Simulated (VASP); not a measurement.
# Ca3SiSe (P6/mmm) in VASP: a series of runs

Runs on Ca3SiSe. Level: PBE. Tasks: single point, relaxation of cell and atoms.

All numbers are computed with VASP 6.6.1; they aren't measurements. Logs are shortened: lines on timing, memory, paths and dates and some standing lists are left out, and cuts for length are marked.

### 1 The cell of the first run

The structure is hexagonal, space group P6/mmm (No. 191). Conventional cell: a = 5.762 Å, b = 5.762 Å, c = 8.066 Å, α = 90.00°, β = 90.00°, γ = 120.00°. Within 3.8 Å of Ca (site symmetry mmm) lie 4 Ca at 2.88 Å and 2 Se at 2.88 Å and 4 Si at 3.42 Å. Ca (site symmetry mmm) has 4 Ca at 2.88 Å and 2 Se at 2.88 Å and 4 Si at 3.62 Å within 3.8 Å. Si (site symmetry 6mm) has 2 Se at 1.83 to 2.20 Å within 2.4 Å. Within 2.9 Å of Se (site symmetry 6/mmm) lie 2 Si at 2.20 Å and 6 Ca at 2.88 Å. Within 2.4 Å of Se (site symmetry 6/mmm) lie 2 Si at 1.83 Å.

### 2 Single point, PBE

The input, INCAR:

```
PREC = Accurate
ENCUT = 520
EDIFF = 1E-6
ISMEAR = 0
SIGMA = 0.1
LREAL = F
LASPH = T
NELM = 100
ALGO = Normal
ISIF = 2
LWAVE = F
LCHARG = F
GGA = PE
NBANDS = 51
```

The input, KPOINTS:

```
Automatic mesh
0
Gamma
  3 3 2
```

The input, POSCAR:

```
Ca3SiSe
1.0
    5.7622545100      0.0000000000      0.0000000000
   -2.8811272600      4.9902587900      0.0000000000
    0.0000000000      0.0000000000      8.0659605200
Ca Si Se
6 2 2
Direct
    0.5000000000      0.0000000000      0.0000000000
    0.0000000000      0.5000000000      0.0000000000
    0.5000000000      0.5000000000      0.0000000000
    0.5000000000      0.0000000000      0.5000000000
    0.0000000000      0.5000000000      0.5000000000
    0.5000000000      0.5000000000      0.5000000000
    0.0000000000      0.0000000000      0.7726420700
    0.0000000000      0.0000000000      0.2273579300
    0.0000000000      0.0000000000      0.5000000000
    0.0000000000      0.0000000000      0.0000000000
```

Potentials or basis: VASP PAW PBE potentials, release 64 (Ca_sv, Si, Se).

The run is started by

```sh
cat potpaw_PBE.64/Ca_sv/POTCAR potpaw_PBE.64/Si/POTCAR potpaw_PBE.64/Se/POTCAR > POTCAR
mpirun -np 1 vasp_std > vasp.out
```

OUTCAR:

```text
PREC = Accurate
   ENCUT = 520
   EDIFF = 1E-6
   ISMEAR = 0
   LREAL = F
   LASPH = T
   NELM = 100
   ISIF = 2
   GGA = PE

 ion  position               nearest neighbor table
   1  0.500  0.000  0.000-   2 2.88   2 2.88  10 2.88  10 2.88   3 2.88   3 2.88
   2  0.000  0.500  0.000-   1 2.88   1 2.88   3 2.88   3 2.88  10 2.88  10 2.88
   3  0.500  0.500  0.000-  10 2.88  10 2.88   2 2.88   2 2.88   1 2.88   1 2.88
   4  0.500  0.000  0.500-   5 2.88   5 2.88   9 2.88   9 2.88   6 2.88   6 2.88
   5  0.000  0.500  0.500-   4 2.88   4 2.88   6 2.88   6 2.88   9 2.88   9 2.88
   6  0.500  0.500  0.500-   9 2.88   9 2.88   5 2.88   5 2.88   4 2.88   4 2.88
   7  0.000  0.000  0.773-  10 1.83   9 2.20
   8  0.000  0.000  0.227-  10 1.83   9 2.20
   9  0.000  0.000  0.500-   7 2.20   8 2.20   6 2.88   6 2.88   4 2.88   4 2.88   5 2.88   5 2.88

  10  0.000  0.000  0.000-   7 1.83   8 1.83   3 2.88   3 2.88   1 2.88   1 2.88   2 2.88   2 2.88

  LATTYP: Found a hexagonal cell.
 ALAT       =     5.7622545100
 C/A-ratio  =     1.3997924781

  Lattice vectors:

 A1 = (   5.7622545100,   0.0000000000,   0.0000000000)
 A2 = (  -2.8811272600,   4.9902587900,   0.0000000000)
 A3 = (   0.0000000000,   0.0000000000,   8.0659605200)

Analysis of symmetry for initial positions (statically):
=====================================================================
 Subroutine PRICEL returns:
 Original cell was already a primitive cell.

 Routine SETGRP: Setting up the symmetry group for a
 hexagonal supercell.

 Subroutine GETGRP returns: Found 24 space group operations
 (whereof 24 operations were pure point group operations)
 out of a pool of 24 trial point group operations.

The static configuration has the point symmetry D_6h.

Analysis of symmetry for dynamics (positions and initial velocities):
=====================================================================
 Subroutine PRICEL returns:
 Original cell was already a primitive cell.

 Routine SETGRP: Setting up the symmetry group for a
 hexagonal supercell.

 Subroutine GETGRP returns: Found 24 space group operations
 (whereof 24 operations were pure point group operations)
 out of a pool of 24 trial point group operations.

The dynamic configuration has the point symmetry D_6h.

 Subroutine INISYM returns: Found 24 space group operations
 (whereof 24 operations are pure point group operations),
 and found     1 'primitive' translations

----------------------------------------------------------------------------------------

                                     Primitive cell

  volume of cell :     231.9378

  direct lattice vectors                    reciprocal lattice vectors
     5.762254510  0.000000000  0.000000000     0.173543185  0.100195205  0.000000000
    -2.881127260  4.990258790  0.000000000     0.000000000  0.200390409  0.000000000
     0.000000000  0.000000000  8.065960520     0.000000000  0.000000000  0.123977795

  length of vectors
     5.762254510  5.762254514  8.065960520     0.200390409  0.200390409  0.123977795

  position of ions in fractional coordinates (direct lattice)
     0.500000000  0.000000000  0.000000000
     1.000000000  0.500000000  0.000000000
     0.500000000  0.500000000  0.000000000
     0.500000000  0.000000000  0.500000000
     1.000000000  0.500000000  0.500000000
     0.500000000  0.500000000  0.500000000
     0.000000000  0.000000000  0.772642070
     0.000000000  0.000000000  0.227357930
     0.000000000  0.000000000  0.500000000
     0.000000000  0.000000000  0.000000000

  ion indices of the primitive-cell ions
   primitive index   ion index
                 1           1
                 2           2
                 3           3
                 4           4
                 5           5
                 6           6
                 7           7
                 8           8
                 9           9
                10          10

----------------------------------------------------------------------------------------

 KPOINTS: Automatic mesh

Automatic generation of k-mesh.
 Grid dimensions read from file:
 generate k-points for:    3    3    2

 Generating k-lattice:

  Cartesian coordinates                     Fractional coordinates (reciprocal lattice)
     0.057847728  0.033398402  0.000000000     0.333333333 -0.000000000  0.000000000
     0.000000000  0.066796803  0.000000000     0.000000000  0.333333333  0.000000000
     0.000000000  0.000000000  0.061988898     0.000000000  0.000000000  0.500000000

  Length of vectors
     0.066796803  0.066796803  0.061988898

  Shift w.r.t. Gamma in fractional coordinates (k-lattice)
     0.000000000  0.000000000  0.000000000

 Subroutine IBZKPT returns following result:
 ===========================================

 Found      6 irreducible k-points:

 Following reciprocal coordinates:
            Coordinates               Weight
  0.000000  0.000000  0.000000      1.000000
  0.333333 -0.000000  0.000000      6.000000
  0.333333  0.333333  0.000000      2.000000
  0.000000  0.000000  0.500000      1.000000
  0.333333 -0.000000  0.500000      6.000000
  0.333333  0.333333  0.500000      2.000000
   k-points           NKPTS =      6   k-points in BZ     NKDIM =      6   number of bands    NBANDS=     51
   number of dos      NEDOS =    301   number of ions     NIONS =     10
   total plane-waves  NPLWV = 138240
   dimension x,y,z NGX =    48 NGY =   48 NGZ =   60
   dimension x,y,z NGXF=    96 NGYF=   96 NGZF=  120
   ions per type =               6   2   2
   NGX,Y,Z   is equivalent  to a cutoff of  13.85, 13.85, 12.37 a.u.
   NGXF,Y,Z  is equivalent  to a cutoff of  27.70, 27.70, 24.73 a.u.
 SYSTEM =  unknown system
   PREC   = accura    normal or accurate (medium, high low for compatibility)
   ISTART =      0    job   : 0-new  1-cont  2-samecut
   ICHARG =      2    charge: 1-file 2-atom 10-const
   ISPIN  =      1    spin polarized calculation?
   LNONCOLLINEAR =      F non collinear calculations
   LSORBIT =      F    spin-orbit coupling
   LASPH  =      T    aspherical Exc in radial PAW
   ENCUT  =  520.0 eV  38.22 Ry    6.18 a.u.  10.71 10.71 15.00*2*pi/ulx,y,z
   NELM   =    100;   NELMIN=  2; NELMDL= -5     # of ELM steps
   EDIFF  = 0.1E-05   stopping-criterion for ELM
   LREAL  =      F    real-space projection
   EDIFFG = 0.1E-04   stopping-criterion for IOM
   NSW    =      0    number of steps for IOM
   IBRION =     -1    ionic relax: 0-MD 1-quasi-New 2-CG
   NFREE  =      0    steps in history (QN), initial steepest desc. (CG)
   ISIF   =      2    stress and relaxation
   ISYM   =      2    0-nonsym 1-usesym 2-fastsym
   POTIM  = 0.5000    time-step for ionic-motion
   TEBEG  =    0.0;   TEEND  =   0.0 temperature during run
   PSTRESS=    0.0 pullay stress
   NELECT =      80.0000    total number of electrons
   NUPDOWN=      -1.0000    fix difference up-down
   EMIN   =  10.00;   EMAX   =-10.00  energy-range for DOS
   EFERMI =   0.00;   METHOD = LEGACY
   ISMEAR =     0;   SIGMA  =   0.10  broadening in eV -4-tet -1-fermi 0-gaus
   EFERMI_NEDOS =   21; number of points for ismear=-14 and -15
   IALGO  =     38    algorithm
   IMIX   =      4    mixing-type and parameters
     AMIX     =   0.40;   BMIX     =  1.00
     AMIX_MAG =   1.60;   BMIX_MAG =  1.00
  volume/ion in A,a.u.               =      23.19       156.52
  Fermi-wavevector in a.u.,A,eV,Ry     =   1.148103  2.169601 17.934399  1.318141
  Thomas-Fermi vector in A             =   2.284780
   LORBIT       =      0    0 simple, 1 ext, 2 COOP (PROOUT), +10 PAW based schemes
   GGA     = PE    functional components
   LHFCALC =     F    Hartree Fock is set to
   AEXX    =    0.0000 exact exchange contribution
   IVDW    =     0    specifies the selected vdW correction
   LEPSILON=     F    determine dielectric tensor
   LRPA    =     F    only Hartree local field effects (RPA)
 non-spin polarized calculation
 Gauss-broadening in eV      SIGMA  =   0.10
  energy-cutoff  :      520.00
  volume of cell :      231.94
 maximum number of plane-waves:      6269
 NGX is ok and might be reduce to    48
   NGX = 21   NGY = 21   NGZ = 29

 number of electron      80.0000002 magnetization

 Free energy of the ion-electron system (eV)
  ---------------------------------------------------
  ext. energy  EPLUGINS =         0.00000000
  ---------------------------------------------------
  free energy    TOTEN  =       -17.74716165 eV

  energy without entropy =      -17.72455940  energy(sigma->0) =      -17.73586053

 E-fermi :   5.1438     XC(G=0):  -9.5050

 val. band max:        5.0958447583   @ k =   0.0000   0.0000   0.5000
 cond. band min:       5.1795214906   @ k =   0.0000   0.0000   0.5000
 fundamental gap:      0.0836767324
 Fermi energy:         5.1438313064

 k-point     1 :       0.0000    0.0000    0.0000
  band No.  band energies     occupation
      1     -36.3692      2.00000
      2     -36.2956      2.00000
      3     -36.1103      2.00000
      4     -36.1103      2.00000
      5     -36.0352      2.00000
      6     -36.0352      2.00000
[... 43 lines left out ...]
     50       7.3328      0.00000
     51       7.4610      0.00000

 k-point     2 :       0.3333   -0.0000    0.0000
  band No.  band energies     occupation
      1     -36.3157      2.00000
      2     -36.2417      2.00000
      3     -36.1665      2.00000
      4     -36.1107      2.00000
      5     -36.0917      2.00000
      6     -36.0356      2.00000
[... 43 lines left out ...]
     50       7.2000      0.00000
     51       7.6197      0.00000

 k-point     3 :       0.3333    0.3333    0.0000
  band No.  band energies     occupation
      1     -36.2416      2.00000
      2     -36.2416      2.00000
      3     -36.1672      2.00000
      4     -36.1672      2.00000
      5     -36.1112      2.00000
      6     -36.0361      2.00000
[... 43 lines left out ...]
     50       7.4492      0.00000
     51       7.4492      0.00000

 k-point     4 :       0.0000    0.0000    0.5000
  band No.  band energies     occupation
      1     -36.3691      2.00000
      2     -36.2956      2.00000
      3     -36.1103      2.00000
      4     -36.1103      2.00000
      5     -36.0352      2.00000
      6     -36.0352      2.00000
[... 43 lines left out ...]
     50       7.7086      0.00000
     51       7.8392      0.00000

 k-point     5 :       0.3333   -0.0000    0.5000
  band No.  band energies     occupation
      1     -36.3156      2.00000
      2     -36.2418      2.00000
      3     -36.1665      2.00000
      4     -36.1107      2.00000
      5     -36.0917      2.00000
      6     -36.0356      2.00000
[... 43 lines left out ...]
     50       7.5717      0.00000
     51       7.7323      0.00000

 k-point     6 :       0.3333    0.3333    0.5000
  band No.  band energies     occupation
      1     -36.2416      2.00000
      2     -36.2416      2.00000
      3     -36.1673      2.00000
      4     -36.1673      2.00000
      5     -36.1111      2.00000
      6     -36.0361      2.00000
[... 43 lines left out ...]
     50       7.1790      0.00000
     51       7.8281      0.00000

------------------------ aborting loop because EDIFF is reached ----------------------------------------

  FORCE on cell =-STRESS in cart. coord.  units (eV):
  Direction    XX          YY          ZZ          XY          YZ          ZX
  --------------------------------------------------------------------------------------
  -------------------------------------------------------------------------------------
  Total       22.8195789     22.8195789     69.7480830     -0.0000000      0.0000000      0.0000000
  in kB      157.6328078    157.6328078    481.8049540     -0.0000002      0.0000000      0.0000000
  external PRESSURE =     265.6901899 kB  Pullay stress =       0.0000000 kB

 VOLUME and BASIS-vectors are now :
 -----------------------------------------------------------------------------
  energy-cutoff  :      520.00
  volume of cell :      231.94
      direct lattice vectors                 reciprocal lattice vectors
     5.762254510  0.000000000  0.000000000     0.173543185  0.100195205  0.000000000
    -2.881127260  4.990258790  0.000000000     0.000000000  0.200390409  0.000000000
     0.000000000  0.000000000  8.065960520     0.000000000  0.000000000  0.123977795

 POSITION                                       TOTAL-FORCE (eV/Angst)
 -----------------------------------------------------------------------------------
      2.88113      0.00000      0.00000        -0.000000      0.000000      0.000000
     -1.44056      2.49513      0.00000        -0.000000      0.000000      0.000000
      1.44056      2.49513      0.00000        -0.000000      0.000000      0.000000
      2.88113      0.00000      4.03298        -0.000000      0.000000      0.000000
     -1.44056      2.49513      4.03298        -0.000000      0.000000      0.000000
      1.44056      2.49513      4.03298        -0.000000      0.000000      0.000000
      0.00000      0.00000      6.23210         0.000000     -0.000000    -11.981155
      0.00000      0.00000      1.83386         0.000000      0.000000     11.981155
      0.00000      0.00000      4.03298        -0.000000      0.000000      0.000000
      0.00000      0.00000      0.00000        -0.000000      0.000000      0.000000
 -----------------------------------------------------------------------------------
    total drift:                               -0.000000      0.000000      0.000000

  FREE ENERGIE OF THE ION-ELECTRON SYSTEM (eV)
  ---------------------------------------------------
  free  energy   TOTEN  =       -17.7471616501 eV

  energy  without entropy=      -17.7245594018  energy(sigma->0) =      -17.73586053
```

It took 63 s on 1 thread of Intel Xeon Platinum 8488C (Sapphire Rapids), shared host; peak memory 0.39 GiB.

What came out:

```yaml
Free_energy: -17.7472 eV
Pressure: 26.6 GPa
Largest_force: 11.981 eV/Å
Band_gap_on_the_k_mesh: zero (band 40 reaches 5.99 eV, above the bottom of band 41 at 4.80 eV)
```

Forces in eV/Å, atoms in the order of the input:
```
Ca    0.000   0.000   0.000
Ca    0.000   0.000   0.000
Ca    0.000   0.000   0.000
Ca    0.000   0.000   0.000
Ca    0.000   0.000   0.000
Ca    0.000   0.000   0.000
Si    0.000   0.000 -11.981
Si    0.000   0.000  11.981
Se    0.000   0.000   0.000
Se    0.000   0.000   0.000
```

Caveat: the k points lie up to 0.42 Å⁻¹ apart; forces of over 1 eV/Å act on the atoms, so gaps and moduli don't describe the material at rest.

(Part 1 of 3 ends here.)
